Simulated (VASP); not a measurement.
# GaN (F-43m) in VASP: notebook

Runs on GaN. Level: PBE. Tasks: single point.

Everything below comes from runs of VASP 6.6.1. Logs are shortened: lines on timing, memory, paths and dates and some standing lists are left out, and cuts for length are marked.

## Step 1: The cell of the first run

It takes space group F-43m (No. 216, cubic). The conventional cell has a = 4.503 Å, b = 4.503 Å, c = 4.503 Å, α = 90.00°, β = 90.00°, γ = 90.00°. Ga (site symmetry -43m) has 4 N at 1.95 Å within 2.6 Å. N (site symmetry -43m) has 4 Ga at 1.95 Å within 2.6 Å.

## Step 2: Single point, PBE (volume scaled by 0.97)

Input file INCAR:

```
SYSTEM = GaN
ALGO = Normal
EDIFF = 1E-6
ENCUT = 600
GGA = PE
GGA_COMPAT = .FALSE.
ISIF = 2
ISMEAR = 0
LASPH = .TRUE.
LCHARG = .FALSE.
LREAL = .FALSE.
LWAVE = .FALSE.
NBANDS = 16
NELM = 120
PREC = Accurate
SIGMA = 0.02
```

Input file KPOINTS:

```
k-points
0
G
  10 10 10
  0 0 0
```

Input file POSCAR:

```
GaN
1.0
    0.0000000000      2.2512648224      2.2512648224
    2.2512648224      0.0000000000      2.2512648224
    2.2512648224      2.2512648224      0.0000000000
Ga N
1 1
Direct
    0.0000000000      0.0000000000      0.0000000000
    0.7500000000      0.7500000000      0.7500000000
```

Potentials or basis: VASP PAW PBE potentials, release 64 (Ga_d, N).

Command:

```console
$ cat potpaw_PBE.64/Ga_d/POTCAR potpaw_PBE.64/N/POTCAR > POTCAR
$ mpirun -np 1 vasp_std > vasp.out
```

OUTCAR:

```text
SYSTEM = GaN
   EDIFF = 1E-6
   ENCUT = 600
   GGA = PE
   ISIF = 2
   ISMEAR = 0
   LASPH = .TRUE.
   LREAL = .FALSE.
   NELM = 120
   PREC = Accurate

 ion  position               nearest neighbor table
   1  0.000  0.000  0.000-   2 1.95   2 1.95   2 1.95   2 1.95
   2  0.750  0.750  0.750-   1 1.95   1 1.95   1 1.95   1 1.95

  LATTYP: Found a face centered cubic cell.
 ALAT       =     4.5025296448

  Lattice vectors:

 A1 = (   0.0000000000,   2.2512648224,   2.2512648224)
 A2 = (   2.2512648224,   0.0000000000,   2.2512648224)
 A3 = (   2.2512648224,   2.2512648224,   0.0000000000)

Analysis of symmetry for initial positions (statically):
=====================================================================
 Subroutine PRICEL returns:
 Original cell was already a primitive cell.

 Routine SETGRP: Setting up the symmetry group for a
 face centered cubic supercell.

 Subroutine GETGRP returns: Found 24 space group operations
 (whereof 24 operations were pure point group operations)
 out of a pool of 48 trial point group operations.

The static configuration has the point symmetry T_d .

Analysis of symmetry for dynamics (positions and initial velocities):
=====================================================================
 Subroutine PRICEL returns:
 Original cell was already a primitive cell.

 Routine SETGRP: Setting up the symmetry group for a
 face centered cubic supercell.

 Subroutine GETGRP returns: Found 24 space group operations
 (whereof 24 operations were pure point group operations)
 out of a pool of 48 trial point group operations.

The dynamic configuration has the point symmetry T_d .

 Subroutine INISYM returns: Found 24 space group operations
 (whereof 24 operations are pure point group operations),
 and found     1 'primitive' translations

----------------------------------------------------------------------------------------

                                     Primitive cell

  volume of cell :      22.8197

  direct lattice vectors                    reciprocal lattice vectors
     0.000000000  2.251264822  2.251264822    -0.222097372  0.222097372  0.222097372
     2.251264822  0.000000000  2.251264822     0.222097372 -0.222097372  0.222097372
     2.251264822  2.251264822  0.000000000     0.222097372  0.222097372 -0.222097372

  length of vectors
     3.183769244  3.183769244  3.183769244     0.384683932  0.384683932  0.384683932

  position of ions in fractional coordinates (direct lattice)
     0.000000000  0.000000000  0.000000000
     0.750000000  0.750000000  0.750000000

  ion indices of the primitive-cell ions
   primitive index   ion index
                 1           1
                 2           2

----------------------------------------------------------------------------------------

 KPOINTS: k-points

Automatic generation of k-mesh.
 Grid dimensions read from file:
 generate k-points for:   10   10   10

 Generating k-lattice:

  Cartesian coordinates                     Fractional coordinates (reciprocal lattice)
    -0.022209737  0.022209737  0.022209737     0.100000000  0.000000000  0.000000000
     0.022209737 -0.022209737  0.022209737     0.000000000  0.100000000  0.000000000
     0.022209737  0.022209737 -0.022209737     0.000000000  0.000000000  0.100000000

  Length of vectors
     0.038468393  0.038468393  0.038468393

  Shift w.r.t. Gamma in fractional coordinates (k-lattice)
     0.000000000  0.000000000  0.000000000

 Subroutine IBZKPT returns following result:
 ===========================================

 Found     47 irreducible k-points:

 Following reciprocal coordinates:
            Coordinates               Weight
  0.000000  0.000000  0.000000      1.000000
  0.100000  0.000000  0.000000      8.000000
  0.200000  0.000000  0.000000      8.000000
  0.300000  0.000000  0.000000      8.000000
  0.400000  0.000000  0.000000      8.000000
  0.500000  0.000000  0.000000      4.000000
[... 16 lines left out ...]
  0.300000  0.300000  0.000000      6.000000
  0.400000  0.300000  0.000000     24.000000
 [... further k-points ...]
   k-points           NKPTS =     47   k-points in BZ     NKDIM =     47   number of bands    NBANDS=     16
   number of dos      NEDOS =    301   number of ions     NIONS =      2
   total plane-waves  NPLWV =  21952
   dimension x,y,z NGX =    28 NGY =   28 NGZ =   28
   dimension x,y,z NGXF=    56 NGYF=   56 NGZF=   56
   ions per type =               1   1
   NGX,Y,Z   is equivalent  to a cutoff of  14.62, 14.62, 14.62 a.u.
   NGXF,Y,Z  is equivalent  to a cutoff of  29.24, 29.24, 29.24 a.u.
 SYSTEM =  GaN
   PREC   = accura    normal or accurate (medium, high low for compatibility)
   ISTART =      0    job   : 0-new  1-cont  2-samecut
   ICHARG =      2    charge: 1-file 2-atom 10-const
   ISPIN  =      1    spin polarized calculation?
   LNONCOLLINEAR =      F non collinear calculations
   LSORBIT =      F    spin-orbit coupling
   LASPH  =      T    aspherical Exc in radial PAW
   ENCUT  =  600.0 eV  44.10 Ry    6.64 a.u.   6.36  6.36  6.36*2*pi/ulx,y,z
   NELM   =    120;   NELMIN=  2; NELMDL= -5     # of ELM steps
   EDIFF  = 0.1E-05   stopping-criterion for ELM
   LREAL  =      F    real-space projection
   EDIFFG = 0.1E-04   stopping-criterion for IOM
   NSW    =      0    number of steps for IOM
   IBRION =     -1    ionic relax: 0-MD 1-quasi-New 2-CG
   NFREE  =      0    steps in history (QN), initial steepest desc. (CG)
   ISIF   =      2    stress and relaxation
   ISYM   =      2    0-nonsym 1-usesym 2-fastsym
   POTIM  = 0.5000    time-step for ionic-motion
   TEBEG  =    0.0;   TEEND  =   0.0 temperature during run
   PSTRESS=    0.0 pullay stress
   NELECT =      18.0000    total number of electrons
   NUPDOWN=      -1.0000    fix difference up-down
   EMIN   =  10.00;   EMAX   =-10.00  energy-range for DOS
   EFERMI =   0.00;   METHOD = LEGACY
   ISMEAR =     0;   SIGMA  =   0.02  broadening in eV -4-tet -1-fermi 0-gaus
   EFERMI_NEDOS =   21; number of points for ismear=-14 and -15
   IALGO  =     38    algorithm
   IMIX   =      4    mixing-type and parameters
     AMIX     =   0.40;   BMIX     =  1.00
     AMIX_MAG =   1.60;   BMIX_MAG =  1.00
  volume/ion in A,a.u.               =      11.41        77.00
  Fermi-wavevector in a.u.,A,eV,Ry     =   1.512617  2.858432 31.130284  2.288011
  Thomas-Fermi vector in A             =   2.622518
   LORBIT       =      0    0 simple, 1 ext, 2 COOP (PROOUT), +10 PAW based schemes
   GGA     = PE    functional components
   LHFCALC =     F    Hartree Fock is set to
   AEXX    =    0.0000 exact exchange contribution
   IVDW    =     0    specifies the selected vdW correction
   LEPSILON=     F    determine dielectric tensor
   LRPA    =     F    only Hartree local field effects (RPA)
 non-spin polarized calculation
 Gauss-broadening in eV      SIGMA  =   0.02
  energy-cutoff  :      600.00
  volume of cell :       22.82
 maximum number of plane-waves:       778
 NGX is ok and might be reduce to    28
   NGX = 13   NGY = 13   NGZ = 13

 number of electron      18.0000005 magnetization

 Free energy of the ion-electron system (eV)
  ---------------------------------------------------
  ext. energy  EPLUGINS =         0.00000000
  ---------------------------------------------------
  free energy    TOTEN  =       -12.14234419 eV

  energy without entropy =      -12.14234419  energy(sigma->0) =      -12.14234419

 E-fermi :   5.5052     XC(G=0): -11.6830

 val. band max:        5.3135927132   @ k =   0.0000   0.0000   0.0000
 cond. band min:       7.0572808153   @ k =   0.0000   0.0000   0.0000
 fundamental gap:      1.7436881021
 Fermi energy:         5.5051515212

 k-point     1 :       0.0000    0.0000    0.0000
  band No.  band energies     occupation
      1     -10.6461      2.00000
      2      -8.1309      2.00000
      3      -8.1309      2.00000
      4      -8.1309      2.00000
      5      -7.8081      2.00000
      6      -7.8081      2.00000
[... 8 lines left out ...]
     15      24.1919      0.00000
     16      24.1919      0.00000

 k-point     2 :       0.1000    0.0000    0.0000
  band No.  band energies     occupation
      1     -10.5354      2.00000
      2      -8.1172      2.00000
      3      -8.1172      2.00000
      4      -8.0922      2.00000
      5      -7.8095      2.00000
      6      -7.8095      2.00000
[... 8 lines left out ...]
     15      22.8888      0.00000
     16      22.9056      0.00000

 k-point     3 :       0.2000    0.0000    0.0000
  band No.  band energies     occupation
      1     -10.2562      2.00000
      2      -8.0854      2.00000
      3      -8.0854      2.00000
      4      -7.9300      2.00000
      5      -7.8083      2.00000
      6      -7.8083      2.00000
[... 8 lines left out ...]
     15      22.1206      0.00000
     16      22.1206      0.00000

 k-point     4 :       0.3000    0.0000    0.0000
  band No.  band energies     occupation
      1      -9.9586      2.00000
      2      -8.0571      2.00000
      3      -8.0571      2.00000
      4      -7.7946      2.00000
      5      -7.7946      2.00000
      6      -7.5341      2.00000
[... 8 lines left out ...]
     15      22.6054      0.00000
     16      22.6054      0.00000
[... 324 lines left out ...]
 k-point    22 :      -0.2000    0.2000    0.0000
  band No.  band energies     occupation
      1      -9.8674      2.00000
      2      -8.0406      2.00000
      3      -8.0260      2.00000
      4      -7.8305      2.00000
      5      -7.8211      2.00000
      6      -7.3579      2.00000
[... 8 lines left out ...]
     15      22.7207      0.00000
     16      25.9123      0.00000

 k-point    23 :       0.3000    0.3000    0.0000
  band No.  band energies     occupation
      1      -9.7804      2.00000
      2      -7.9821      2.00000
      3      -7.9395      2.00000
      4      -7.9395      2.00000
      5      -7.7575      2.00000
      6      -7.3445      2.00000
[... 8 lines left out ...]
     15      27.3794      0.00000
     16      27.8258      0.00000

 k-point    24 :       0.4000    0.3000    0.0000
  band No.  band energies     occupation
      1      -9.6624      2.00000
      2      -8.0005      2.00000
      3      -7.9049      2.00000
      4      -7.9044      2.00000
      5      -7.7472      2.00000
      6      -6.8896      2.00000
[... 8 lines left out ...]
     15      27.6742      0.00000
     16      27.7740      0.00000

 [... further k-points ...]
[... 5 lines left out ...]
  --------------------------------------------------------------------------------------
  -------------------------------------------------------------------------------------
  Total        0.7865119      0.7865119      0.7865119     -0.0000000     -0.0000000     -0.0000000
  in kB       55.2212339     55.2212339     55.2212339     -0.0000000     -0.0000000     -0.0000000
  external PRESSURE =      55.2212339 kB  Pullay stress =       0.0000000 kB

 VOLUME and BASIS-vectors are now :
 -----------------------------------------------------------------------------
  energy-cutoff  :      600.00
  volume of cell :       22.82
      direct lattice vectors                 reciprocal lattice vectors
     0.000000000  2.251264822  2.251264822    -0.222097372  0.222097372  0.222097372
     2.251264822  0.000000000  2.251264822     0.222097372 -0.222097372  0.222097372
     2.251264822  2.251264822  0.000000000     0.222097372  0.222097372 -0.222097372

 POSITION                                       TOTAL-FORCE (eV/Angst)
 -----------------------------------------------------------------------------------
      0.00000      0.00000      0.00000         0.000000      0.000000      0.000000
      3.37690      3.37690      3.37690        -0.000000     -0.000000     -0.000000
 -----------------------------------------------------------------------------------
    total drift:                               -0.000000     -0.000000     -0.000000

  FREE ENERGIE OF THE ION-ELECTRON SYSTEM (eV)
  ---------------------------------------------------
  free  energy   TOTEN  =       -12.1423441878 eV

  energy  without entropy=      -12.1423441878  energy(sigma->0) =      -12.14234419
```

Wall time 28 s (1 thread of Intel Xeon Platinum 8375C at 2.90GHz (Ice Lake), shared host); peak memory 0.17 GiB.

Results:

- Free energy: -12.1423 eV
- Pressure: 5.5 GPa
- Band gap on the k mesh: 1.74 eV, direct

[end of part 1 of 2]
